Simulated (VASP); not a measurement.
# ZnS (P6_3mc) in VASP: further runs, part 2 of 2

VASP 6.6.1.

### 4 Single point, r2SCAN

This run uses another cell than the first one, of 18.16 Å³/atom.

POSCAR

```
ZnS
1.0
    3.7077087516      0.0000000000      0.0000000000
   -1.8538543758      3.2109699688      0.0000000000
    0.0000000000      0.0000000000      6.1011284239
Zn S
2 2
Direct
    0.3333333333      0.6666666667      0.0059162481
    0.6666666667      0.3333333333      0.5059162481
    0.3333333333      0.6666666667      0.3790837519
    0.6666666667      0.3333333333      0.8790837519
```

INCAR.step1

```
SYSTEM = ZnS
PREC     = Accurate       ! precision mode
ENCUT    = 520            ! plane-wave cutoff, eV
ISMEAR   = 0              ! smearing method
SIGMA    = 0.01           ! smearing width, eV
LREAL    = .False.        ! projectors in reciprocal space
LASPH    = .True.         ! aspherical terms in the spheres
NELM     = 100            ! most SCF steps
NBANDS   = 26             ! bands
GGA      = PE             ! functional
ALGO     = Normal         ! electronic algorithm
EDIFF    = 1E-4           ! SCF threshold, eV
LWAVE    = .True.         ! write WAVECAR
LCHARG   = .False.        ! write CHGCAR
```

INCAR.step2

```
SYSTEM = ZnS
PREC     = Accurate       ! precision mode
ENCUT    = 520            ! plane-wave cutoff, eV
EDIFF    = 1E-7           ! SCF threshold, eV
ISMEAR   = 0              ! smearing method
SIGMA    = 0.01           ! smearing width, eV
LREAL    = .False.        ! projectors in reciprocal space
LASPH    = .True.         ! aspherical terms in the spheres
NELM     = 100            ! most SCF steps
ALGO     = Normal         ! electronic algorithm
ISIF     = 2              ! what is computed and relaxed
LWAVE    = .False.        ! write WAVECAR
LCHARG   = .False.        ! write CHGCAR
METAGGA  = R2SCAN         ! meta-GGA
LMIXTAU  = .True.       
NBANDS   = 26             ! bands
ISTART   = 1
```

KPOINTS

```
Automatic mesh
0
Gamma
  6 6 4
  0 0 0
```

Potentials or basis: VASP PAW PBE potentials, release 64 (Zn, S).

Command:

```bash
$ cat potpaw_PBE.64/Zn/POTCAR potpaw_PBE.64/S/POTCAR > POTCAR
$ cp INCAR.step1 INCAR
$ mpirun -np 1 vasp_std > vasp.out
$ cp INCAR.step2 INCAR
$ mpirun -np 1 vasp_std > vasp.out
```

OUTCAR:

```text
SYSTEM = ZnS
   PREC = Accurate
   ENCUT = 520
   EDIFF = 1E-7
   ISMEAR = 0
   LREAL = .False.
   LASPH = .True.
   NELM = 100
   ISIF = 2
   METAGGA = R2SCAN
   ISTART = 1

 ion  position               nearest neighbor table
   1  0.333  0.667  0.006-   4 2.28   4 2.28   4 2.28   3 2.28
   2  0.667  0.333  0.506-   3 2.28   3 2.28   3 2.28   4 2.28
   3  0.333  0.667  0.379-   2 2.28   2 2.28   2 2.28   1 2.28
   4  0.667  0.333  0.879-   1 2.28   1 2.28   1 2.28   2 2.28

  LATTYP: Found a hexagonal cell.
 ALAT       =     3.7077087516
 C/A-ratio  =     1.6455252644

  Lattice vectors:

 A1 = (   3.7077087516,   0.0000000000,   0.0000000000)
 A2 = (  -1.8538543758,   3.2109699688,   0.0000000000)
 A3 = (   0.0000000000,   0.0000000000,   6.1011284239)

Analysis of symmetry for initial positions (statically):
=====================================================================
 Subroutine PRICEL returns:
 Original cell was already a primitive cell.

 Routine SETGRP: Setting up the symmetry group for a
 hexagonal supercell.

 Subroutine GETGRP returns: Found 12 space group operations
 (whereof  6 operations were pure point group operations)
 out of a pool of 24 trial point group operations.

The static configuration has the point symmetry C_3v.
 The point group associated with its full space group is C_6v.

Analysis of symmetry for dynamics (positions and initial velocities):
=====================================================================
 Subroutine PRICEL returns:
 Original cell was already a primitive cell.

 Routine SETGRP: Setting up the symmetry group for a
 hexagonal supercell.

 Subroutine GETGRP returns: Found 12 space group operations
 (whereof  6 operations were pure point group operations)
 out of a pool of 24 trial point group operations.

The dynamic configuration has the point symmetry C_3v.
 The point group associated with its full space group is C_6v.

 Subroutine INISYM returns: Found 12 space group operations
 (whereof  6 operations are pure point group operations),
 and found     1 'primitive' translations
[... 115 lines left out ...]
     AMIX_MAG =   1.60;   BMIX_MAG =  1.00
  volume/ion in A,a.u.               =      18.16       122.54
  Fermi-wavevector in a.u.,A,eV,Ry     =   1.295562  2.448258 22.837132  1.678482
  Thomas-Fermi vector in A             =   2.427074
   LORBIT       =      0    0 simple, 1 ext, 2 COOP (PROOUT), +10 PAW based schemes
   METAGGA = R2SCAN    functional components
   LHFCALC =     F    Hartree Fock is set to
   AEXX    =    0.0000 exact exchange contribution
   IVDW    =     0    specifies the selected vdW correction
   LEPSILON=     F    determine dielectric tensor
   LRPA    =     F    only Hartree local field effects (RPA)
 non-spin polarized calculation
 Gauss-broadening in eV      SIGMA  =   0.01
  energy-cutoff  :      520.00
  volume of cell :       72.64
 maximum number of plane-waves:      1972
 NGX is ok and might be reduce to    28
   NGX = 13   NGY = 13   NGZ = 23

 number of electron      36.0000014 magnetization

 Free energy of the ion-electron system (eV)
  ---------------------------------------------------
  ext. energy  EPLUGINS =         0.00000000
  ---------------------------------------------------
  free energy    TOTEN  =       -37.60321026 eV

  energy without entropy =      -37.60321026  energy(sigma->0) =      -37.60321026

 E-fermi :   2.7881     XC(G=0): -10.7043

 val. band max:        2.6785889528   @ k =   0.0000   0.0000   0.0000
 cond. band min:       5.8269247914   @ k =   0.0000   0.0000   0.0000
 fundamental gap:      3.1483358386
 Fermi energy:         2.7881302988

 k-point     1 :       0.0000    0.0000    0.0000
  band No.  band energies     occupation
      1     -11.6674      2.00000
      2     -10.5612      2.00000
      3      -4.2149      2.00000
      4      -4.1883      2.00000
      5      -4.1882      2.00000
      6      -4.0822      2.00000
[... 598 lines left out ...]
     25      12.9658      0.00000
     26      12.9658      0.00000

------------------------ aborting loop because EDIFF is reached ----------------------------------------

  FORCE on cell =-STRESS in cart. coord.  units (eV):
  Direction    XX          YY          ZZ          XY          YZ          ZX
  --------------------------------------------------------------------------------------
  -------------------------------------------------------------------------------------
  Total        3.2011861      3.2011861      3.2013748      0.0000000      0.0000000      0.0000000
  in kB       70.6105318     70.6105318     70.6146949      0.0000000      0.0000000      0.0000000
  external PRESSURE =      70.6119195 kB  Pullay stress =       0.0000000 kB

 VOLUME and BASIS-vectors are now :
 -----------------------------------------------------------------------------
  energy-cutoff  :      520.00
  volume of cell :       72.64
      direct lattice vectors                 reciprocal lattice vectors
     3.707708752  0.000000000  0.000000000     0.269708347  0.155716187  0.000000000
    -1.853854376  3.210969969  0.000000000     0.000000000  0.311432374  0.000000000
     0.000000000  0.000000000  6.101128424     0.000000000  0.000000000  0.163904106

 POSITION                                       TOTAL-FORCE (eV/Angst)
 -----------------------------------------------------------------------------------
     -0.00000      2.14065      0.03610         0.000000     -0.000000     -0.010027
      1.85385      1.07032      3.08666        -0.000000      0.000000     -0.010027
     -0.00000      2.14065      2.31284        -0.000000     -0.000000      0.010027
      1.85385      1.07032      5.36340        -0.000000     -0.000000      0.010027
 -----------------------------------------------------------------------------------
    total drift:                               -0.000001     -0.000001     -0.047794

  FREE ENERGIE OF THE ION-ELECTRON SYSTEM (eV)
  ---------------------------------------------------
  free  energy   TOTEN  =       -37.6032102583 eV

  energy  without entropy=      -37.6032102583  energy(sigma->0) =      -37.60321026
```

OUTCAR.step1:

```text
SYSTEM = ZnS
   PREC = Accurate
   ENCUT = 520
   ISMEAR = 0
   LREAL = .False.
   LASPH = .True.
   NELM = 100
[... 834 lines left out ...]
      1.85385      1.07032      3.08666        -0.000000      0.000000     -0.000014
     -0.00000      2.14065      2.31284        -0.000000      0.000000      0.000014
      1.85385      1.07032      5.36340         0.000000     -0.000000      0.000014
 -----------------------------------------------------------------------------------
    total drift:                               -0.000001     -0.000002      0.000192

  FREE ENERGIE OF THE ION-ELECTRON SYSTEM (eV)
  ---------------------------------------------------
  free  energy   TOTEN  =       -13.4673642362 eV

  energy  without entropy=      -13.4673642362  energy(sigma->0) =      -13.46736424
```

OSZICAR.step1:

```text
N       E                     dE             d eps       ncg     rms          rms(c)
DAV:   1     0.249826337994E+03    0.24983E+03   -0.17211E+04  1092   0.173E+03
DAV:   2     0.107248748153E+02   -0.23910E+03   -0.22886E+03  1116   0.358E+02
DAV:   3    -0.137238602212E+02   -0.24449E+02   -0.24208E+02  1312   0.114E+02
DAV:   4    -0.143348767524E+02   -0.61102E+00   -0.60954E+00  1274   0.179E+01
DAV:   5    -0.143437558102E+02   -0.88791E-02   -0.88765E-02  1318   0.216E+00    0.114E+01
DAV:   6    -0.134814257279E+02    0.86233E+00   -0.16691E+00  1586   0.391E+01    0.863E+00
DAV:   7    -0.134774836203E+02    0.39421E-02   -0.14703E+00  1150   0.724E+00    0.366E+00
DAV:   8    -0.134677488765E+02    0.97347E-02   -0.36773E-02  1270   0.142E+00    0.113E+00
DAV:   9    -0.134670652171E+02    0.68366E-03   -0.13651E-02  1450   0.116E+00    0.260E-01
DAV:  10    -0.134671722661E+02   -0.10705E-03   -0.57996E-04  1256   0.340E-01    0.116E-01
DAV:  11    -0.134673665969E+02   -0.19433E-03   -0.26319E-04  1012   0.141E-01    0.807E-02
DAV:  12    -0.134673642362E+02    0.23607E-05   -0.31996E-05   590   0.106E-01
   1 F= -.13467364E+02 E0= -.13467364E+02  d E =-.206784E-36
```

It took 2.2 min on 1 thread of Intel Xeon Platinum 8488C (Sapphire Rapids), shared host; peak memory 0.21 GiB.

What came out:

* Free energy: -37.6032 eV
* Pressure: 7.1 GPa
* Largest force: 0.010 eV/Å
* Band gap on the k mesh: 3.15 eV

Forces on the atoms (eV/Å):
```
Zn   0.000  0.000 -0.010
Zn   0.000  0.000 -0.010
S    0.000  0.000  0.010
S    0.000  0.000  0.010
```

Caveat: the cell stands under pressure; the PAW data sets were made with another functional, which shifts forces and pressure a little.

### 5 Summary

```tsv
cell	gap on the mesh (eV)	pressure (GPa)	largest force (eV/Å)
a = 3.623, b = 3.623, c = 5.987 Å, angles 90.0, 90.0, 120.0°, 4 atoms, atomic positions A	3.46	15.1	-
a = 3.673, b = 3.673, c = 6.054 Å, angles 90.0, 90.0, 120.0°, 4 atoms, atomic positions B	3.27	10.0	0.01
a = 3.708, b = 3.708, c = 6.101 Å, angles 90.0, 90.0, 120.0°, 4 atoms, atomic positions C	3.15	7.1	0.01
```

Alike in all rows: task single point; level r2SCAN; potentials or basis VASP PAW PBE potentials, release 64 (Zn, S); no spin polarisation; k mesh 6 × 6 × 4; cutoff (eV) 520; smearing gaussian 0.01 eV.

Caveats: the cell stands under pressure; the PAW data sets were made with another functional, which shifts forces and pressure a little.

Absolute energies hang on the potentials; compare differences alone.
